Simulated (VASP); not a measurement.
# Nb32H (a cell with a defect) in VASP: a series of runs

The runs below take Nb32H (a cell with a defect) through single point, with PBE.

All numbers are computed with VASP 6.6.1; they aren't measurements. Logs are shortened: lines on timing, memory, paths and dates and some standing lists are left out, and cuts for length are marked.

**1. The cell of the first run**

The cell holds a defect, 33 atoms: a = 9.358 Å, b = 9.358 Å, c = 9.358 Å, α = 60.00°, β = 60.00°, γ = 60.00°.

**2. Single point, PBE**

Contents of INCAR:

```
SYSTEM = Nb32H
ALGO = Normal ; EDIFF = 1E-7
ENCUT = 520 ; GGA = PE
ISIF = 2 ; ISMEAR = 1
LASPH = .TRUE. ; LCHARG = .FALSE.
LREAL = Auto ; LWAVE = .FALSE.
NBANDS = 230 ; NELM = 60
PREC = Accurate ; SIGMA = 0.1
```

Contents of KPOINTS:

```
k-points
0
G
  1 1 1
  0 0 0
```

Contents of POSCAR:

```
Nb32H
1.0
    0.0000000000      6.6171497900      6.6171497900
    6.6171497900      0.0000000000      6.6171497900
    6.6171497900      6.6171497900      0.0000000000
Nb H
32 1
Direct
    0.0009585698     -0.0015592816     -0.0009584187
    0.1242517589      0.1276521655      0.1259756128
    0.2517558999      0.2475374673      0.2495653797
    0.3780875572      0.3725173342      0.3684256934
    0.0014585585      0.0014633944      0.4972824561
    0.1255781607      0.1277547776      0.6256819977
    0.2520923740      0.2421284164      0.7550299084
    0.3751962822      0.3747244779      0.8782477629
    0.0005660292      0.4991247901      0.0007649064
    0.1249133730      0.6248698656      0.1299029835
    0.2538183437      0.7521637197      0.2430541927
    0.3754934645      0.8765684145      0.3761568922
   -0.0019155528      0.4964883075      0.4992215085
    0.1139769423      0.6367313169      0.6325923748
    0.2512889315      0.7488309404      0.7499031543
    0.3746835992      0.8756656089      0.8759389894
    0.5030550321     -0.0016657474     -0.0004198938
    0.6266776681      0.1235577289      0.1242640753
    0.7514196683      0.2473482620      0.2488687051
    0.8733121787      0.3759610374      0.3771408505
    0.5034208996     -0.0013612356      0.4967417399
    0.6238968636      0.1263968667      0.6251396948
    0.7515611944      0.2470716323      0.7511040490
    0.8736896826      0.3745726753      0.8783673764
    0.5026389919      0.4985815048     -0.0014210801
    0.6225743909      0.6242970359      0.1293785130
    0.7518502162      0.7500139271      0.2475329337
    0.8729348259      0.8773722349      0.3762496814
    0.5032221735      0.4971484105      0.5003280272
    0.6227592892      0.6251832936      0.6276122850
    0.7490058647      0.7488961497      0.7498486747
    0.8716582944      0.8784751267      0.8781415994
    0.2802656822      0.4493336398      0.5553599535
```

Potentials or basis: VASP PAW PBE potentials, release 64 (Nb_sv, H).

Started as:

```
> cat potpaw_PBE.64/Nb_sv/POTCAR potpaw_PBE.64/H/POTCAR > POTCAR
> mpirun -np 1 vasp_gam > vasp.out
```

OUTCAR:

```text
SYSTEM = Nb32H
   EDIFF = 1E-7
   ENCUT = 520
   GGA = PE
   ISIF = 2
   ISMEAR = 1
   LASPH = .TRUE.
   LREAL = Auto
   NELM = 60
   PREC = Accurate

 ion  position               nearest neighbor table
   1  0.001  0.998  0.999-  32 2.83   6 2.85  10 2.85  16 2.86  18 2.86  24 2.87  28 2.88   2 2.90

   2  0.124  0.128  0.126-   3 2.83   7 2.84   5 2.84   9 2.84  19 2.85  11 2.87  17 2.89   1 2.90

   3  0.252  0.248  0.250-   4 2.83  12 2.83   2 2.83   8 2.84  18 2.86   6 2.87  10 2.88  20 2.89

   4  0.378  0.373  0.368-  33 1.85  25 2.83   3 2.83  19 2.85  21 2.86  11 2.90  13 2.90  29 2.92
                             7 2.95
   5  0.001  0.001  0.497-  14 2.79   2 2.84  28 2.86  12 2.86  20 2.86  22 2.88   6 2.89  32 2.91

   6  0.126  0.128  0.626-  13 2.82   7 2.83   1 2.85  23 2.86   3 2.87  21 2.89   5 2.89  15 2.90

   7  0.252  0.242  0.755-  33 1.93  16 2.80   6 2.83   2 2.84  22 2.84  24 2.89   8 2.90   4 2.95
                            14 3.02
   8  0.375  0.375  0.878-   3 2.84  25 2.84  15 2.86   9 2.86  23 2.88  17 2.88  29 2.89   7 2.90

   9  0.001  0.499  0.001-  14 2.82   2 2.84  24 2.86   8 2.86  20 2.88  26 2.89  10 2.90  32 2.90

  10  0.125  0.625  0.130-  13 2.82  11 2.82  27 2.85   1 2.85   3 2.88  25 2.89   9 2.90  15 2.90
[... 33 lines left out ...]
  27  0.752  0.750  0.248-  32 2.82  10 2.85  26 2.85  18 2.85  20 2.86  12 2.88  28 2.88  30 2.90

  28  0.873  0.877  0.376-  21 2.82  19 2.83  31 2.85   5 2.86  27 2.88   1 2.88  13 2.91  11 2.91

  29  0.503  0.497  0.500-  20 2.83  22 2.83  26 2.83  30 2.86   8 2.89  12 2.90   4 2.92  14 2.98

  30  0.623  0.625  0.628-  25 2.83  15 2.84  31 2.84  21 2.85  29 2.86  13 2.87  23 2.89  27 2.90

  31  0.749  0.749  0.750-  14 2.79  30 2.84  28 2.85  16 2.86  24 2.86  22 2.88  26 2.90  32 2.91

  32  0.872  0.878  0.878-  23 2.82  17 2.82  27 2.82   1 2.83   9 2.90  15 2.90  31 2.91   5 2.91

  33  0.280  0.449  0.555-   4 1.85  14 1.85   7 1.93

  LATTYP: Found a face centered cubic cell.
 ALAT       =    13.2342995800

  Lattice vectors:

 A1 = (   0.0000000000,   6.6171497900,   6.6171497900)
 A2 = (   6.6171497900,   0.0000000000,   6.6171497900)
 A3 = (   6.6171497900,   6.6171497900,   0.0000000000)

Analysis of symmetry for initial positions (statically):
=====================================================================
 Subroutine PRICEL returns:
 Original cell was already a primitive cell.

 Routine SETGRP: Setting up the symmetry group for a
 face centered cubic supercell.

 Subroutine GETGRP returns: Found  1 space group operations
 (whereof  1 operations were pure point group operations)
 out of a pool of 48 trial point group operations.

The static configuration has the point symmetry C_1 .

Analysis of symmetry for dynamics (positions and initial velocities):
=====================================================================
 Subroutine PRICEL returns:
 Original cell was already a primitive cell.

 Routine SETGRP: Setting up the symmetry group for a
 face centered cubic supercell.

 Subroutine GETGRP returns: Found  1 space group operations
 (whereof  1 operations were pure point group operations)
 out of a pool of 48 trial point group operations.

The dynamic configuration has the point symmetry C_1 .

 Subroutine INISYM returns: Found  1 space group operations
 (whereof  1 operations are pure point group operations),
 and found     1 'primitive' translations

----------------------------------------------------------------------------------------

                                     Primitive cell

  volume of cell :     579.4859

  direct lattice vectors                    reciprocal lattice vectors
     0.000000000  6.617149790  6.617149790    -0.075561233  0.075561233  0.075561233
     6.617149790  0.000000000  6.617149790     0.075561233 -0.075561233  0.075561233
     6.617149790  6.617149790  0.000000000     0.075561233  0.075561233 -0.075561233

  length of vectors
     9.358062977  9.358062977  9.358062977     0.130875895  0.130875895  0.130875895

  position of ions in fractional coordinates (direct lattice)
     0.000958570  0.998440718  0.999041581
     0.124251759  0.127652166  0.125975613
     0.251755900  0.247537467  0.249565380
     0.378087557  0.372517334  0.368425693
     0.001458558  0.001463394  0.497282456
     0.125578161  0.127754778  0.625681998
[... 25 lines left out ...]
     0.871658294  0.878475127  0.878141599
     0.280265682  0.449333640  0.555359954

  ion indices of the primitive-cell ions
   primitive index   ion index
                 1           1
                 2           2
                 3           3
                 4           4
                 5           5
                 6           6
[... 25 lines left out ...]
                32          32
                33          33

----------------------------------------------------------------------------------------

 KPOINTS: k-points

Automatic generation of k-mesh.
 Grid dimensions read from file:
 generate k-points for:    1    1    1

 Generating k-lattice:

  Cartesian coordinates                     Fractional coordinates (reciprocal lattice)
    -0.075561233  0.075561233  0.075561233     1.000000000  0.000000000  0.000000000
     0.075561233 -0.075561233  0.075561233     0.000000000  1.000000000  0.000000000
     0.075561233  0.075561233 -0.075561233     0.000000000  0.000000000  1.000000000

  Length of vectors
     0.130875895  0.130875895  0.130875895

  Shift w.r.t. Gamma in fractional coordinates (k-lattice)
     0.000000000  0.000000000  0.000000000

 Subroutine IBZKPT returns following result:
 ===========================================

 Found      1 irreducible k-points:

 Following reciprocal coordinates:
            Coordinates               Weight
  0.000000  0.000000  0.000000      1.000000
   k-points           NKPTS =      1   k-points in BZ     NKDIM =      1   number of bands    NBANDS=    230
   number of dos      NEDOS =    301   number of ions     NIONS =     33
   total plane-waves  NPLWV = 343000
   dimension x,y,z NGX =    70 NGY =   70 NGZ =   70
   dimension x,y,z NGXF=   140 NGYF=  140 NGZF=  140
   ions per type =              32   1
   NGX,Y,Z   is equivalent  to a cutoff of  12.44, 12.44, 12.44 a.u.
   NGXF,Y,Z  is equivalent  to a cutoff of  24.87, 24.87, 24.87 a.u.
 SYSTEM =  Nb32H
   PREC   = accura    normal or accurate (medium, high low for compatibility)
   ISTART =      0    job   : 0-new  1-cont  2-samecut
   ICHARG =      2    charge: 1-file 2-atom 10-const
   ISPIN  =      1    spin polarized calculation?
   LNONCOLLINEAR =      F non collinear calculations
   LSORBIT =      F    spin-orbit coupling
   LASPH  =      T    aspherical Exc in radial PAW
   ENCUT  =  520.0 eV  38.22 Ry    6.18 a.u.  17.40 17.40 17.40*2*pi/ulx,y,z
   NELM   =     60;   NELMIN=  2; NELMDL= -5     # of ELM steps
   EDIFF  = 0.1E-06   stopping-criterion for ELM
   LREAL  =      T    real-space projection
   EDIFFG = 0.1E-05   stopping-criterion for IOM
   NSW    =      0    number of steps for IOM
   IBRION =     -1    ionic relax: 0-MD 1-quasi-New 2-CG
   NFREE  =      0    steps in history (QN), initial steepest desc. (CG)
   ISIF   =      2    stress and relaxation
   ISYM   =      2    0-nonsym 1-usesym 2-fastsym
   POTIM  = 0.5000    time-step for ionic-motion
   TEBEG  =    0.0;   TEEND  =   0.0 temperature during run
   PSTRESS=    0.0 pullay stress
   NELECT =     417.0000    total number of electrons
   NUPDOWN=      -1.0000    fix difference up-down
   EMIN   =  10.00;   EMAX   =-10.00  energy-range for DOS
   EFERMI =   0.00;   METHOD = LEGACY
   ISMEAR =     1;   SIGMA  =   0.10  broadening in eV -4-tet -1-fermi 0-gaus
   EFERMI_NEDOS =   21; number of points for ismear=-14 and -15
   IALGO  =     38    algorithm
   IMIX   =      4    mixing-type and parameters
     AMIX     =   0.40;   BMIX     =  1.00
     AMIX_MAG =   1.60;   BMIX_MAG =  1.00
  volume/ion in A,a.u.               =      17.56       118.50
  Fermi-wavevector in a.u.,A,eV,Ry     =   1.467031  2.772286 29.282176  2.152179
  Thomas-Fermi vector in A             =   2.582697
   LORBIT       =      0    0 simple, 1 ext, 2 COOP (PROOUT), +10 PAW based schemes
   GGA     = PE    functional components
   LHFCALC =     F    Hartree Fock is set to
   AEXX    =    0.0000 exact exchange contribution
   IVDW    =     0    specifies the selected vdW correction
   LEPSILON=     F    determine dielectric tensor
   LRPA    =     F    only Hartree local field effects (RPA)
 non-spin polarized calculation
 Methfessel and Paxton  Order N= 1 SIGMA  =   0.10
  energy-cutoff  :      520.00
  volume of cell :      579.49
 maximum number of plane-waves:      7797
 NGX is ok and might be reduce to    70
   NGX = 35   NGY = 35   NGZ = 35

 number of electron     416.9999999 magnetization

 Free energy of the ion-electron system (eV)
  ---------------------------------------------------
  ext. energy  EPLUGINS =         0.00000000
  ---------------------------------------------------
  free energy    TOTEN  =      -346.13346537 eV

  energy without entropy =     -346.25006618  energy(sigma->0) =     -346.17233230

 E-fermi :  10.1953     XC(G=0): -12.4958

 val. band max:       10.1012294273   @ k =   0.0000   0.0000   0.0000
 cond. band min:      10.2381109816   @ k =   0.0000   0.0000   0.0000
 fundamental gap:      0.1368815544
 Fermi energy:        10.1953423018

 k-point     1 :       0.0000    0.0000    0.0000
  band No.  band energies     occupation
      1     -43.3398      2.00000
      2     -43.2410      2.00000
      3     -43.2101      2.00000
      4     -43.2048      2.00000
      5     -43.1956      2.00000
      6     -43.1821      2.00000
[... 212 lines left out ...]
    219      12.0398     -0.00000
    220      12.0523     -0.00000
 [bands above 220 left out]

------------------------ aborting loop because EDIFF is reached ----------------------------------------

  FORCE on cell =-STRESS in cart. coord.  units (eV):
  Direction    XX          YY          ZZ          XY          YZ          ZX
  --------------------------------------------------------------------------------------
  -------------------------------------------------------------------------------------
  Total      -19.1689523    -17.4378526    -17.6496940     -0.0766790     -0.5994736      0.0467329
  in kB      -52.9988036    -48.2126154    -48.7983199     -0.2120039     -1.6574397      0.1292082
  external PRESSURE =     -50.0032463 kB  Pullay stress =       0.0000000 kB

 VOLUME and BASIS-vectors are now :
 -----------------------------------------------------------------------------
  energy-cutoff  :      520.00
  volume of cell :      579.49
      direct lattice vectors                 reciprocal lattice vectors
     0.000000000  6.617149790  6.617149790    -0.075561233  0.075561233  0.075561233
     6.617149790  0.000000000  6.617149790     0.075561233 -0.075561233  0.075561233
     6.617149790  6.617149790  0.000000000     0.075561233  0.075561233 -0.075561233

 POSITION                                       TOTAL-FORCE (eV/Angst)
 -----------------------------------------------------------------------------------
     13.21764      6.61715      6.61317        -0.010127     -0.001780      0.002489
      1.67829      1.65579      1.66689         0.012040     -0.005309      0.002845
      3.28940      3.31732      3.30390        -0.005525     -0.008739     -0.016935
      4.90293      4.93979      4.96686         0.034984     -0.029502     -0.022841
      3.30028      3.30024      0.01934        -0.015067     -0.000589     -0.005732
      4.98560      4.97120      1.67634         0.016290     -0.005631     -0.009018
[... 25 lines left out ...]
     11.62380     11.57869     11.58089        -0.000077     -0.011470     -0.017593
      6.64821      5.52946      4.82787        -0.001417      0.311666      0.300542
 -----------------------------------------------------------------------------------
    total drift:                               -0.005856     -0.003513     -0.006156

  FREE ENERGIE OF THE ION-ELECTRON SYSTEM (eV)
  ---------------------------------------------------
  free  energy   TOTEN  =      -346.1334653659 eV

  energy  without entropy=     -346.2500661816  energy(sigma->0) =     -346.17233230
```

Wall time 15 min (1 thread of Intel Xeon 8259CL, shared host); peak memory 0.71 GiB.

Results:

- Free energy: -346.1335 eV
- Pressure: -5.0 GPa
- Largest force: 0.433 eV/Å
- Band gap on the k mesh: zero (an odd number of electrons rules out a gap without spin polarisation)

Forces in eV/Å, atoms in the order of the input:
```
Nb  -0.010 -0.002  0.002
Nb   0.012 -0.005  0.003
Nb  -0.006 -0.009 -0.017
Nb   0.035 -0.030 -0.023
Nb  -0.015 -0.001 -0.006
Nb   0.016 -0.006 -0.009
Nb  -0.001  0.003 -0.012
Nb   0.008 -0.008 -0.005
Nb  -0.010 -0.001 -0.010
Nb   0.011 -0.014 -0.001
Nb   0.010  0.013 -0.013
Nb   0.002 -0.010 -0.003
Nb  -0.008 -0.033 -0.017
Nb  -0.034 -0.022 -0.032
Nb  -0.009 -0.020 -0.009
Nb   0.000 -0.017 -0.002
Nb  -0.006 -0.004 -0.011
Nb   0.021 -0.010 -0.005
Nb  -0.010 -0.012 -0.015
Nb  -0.004 -0.012 -0.018
Nb  -0.004  0.005 -0.006
Nb  -0.003  0.002 -0.009
Nb  -0.011 -0.009  0.000
Nb   0.008 -0.004 -0.004
Nb  -0.004  0.002 -0.002
Nb  -0.002 -0.006  0.005
Nb  -0.008 -0.007 -0.006
Nb   0.007 -0.007 -0.001
Nb   0.008 -0.028 -0.021
Nb   0.015 -0.019 -0.023
Nb  -0.008 -0.030 -0.014
Nb   0.000 -0.011 -0.018
H   -0.001  0.312  0.301
```

Levels at points of the mesh, in eV from the Fermi level:
```csv
k point,band 206,band 207,band 208,band 209,band 210,band 211
"(0.00, 0.00, 0.00)",-0.12,-0.11,-0.09,0.04,1.23,1.26
```

Caveat: the k points lie up to 0.82 Å⁻¹ apart, too coarse for converged energies and pressures of a metal.

(Continued in part 2 of 2.)

The gap in the log of VASP goes by the Fermi energy; the results here count the filled bands.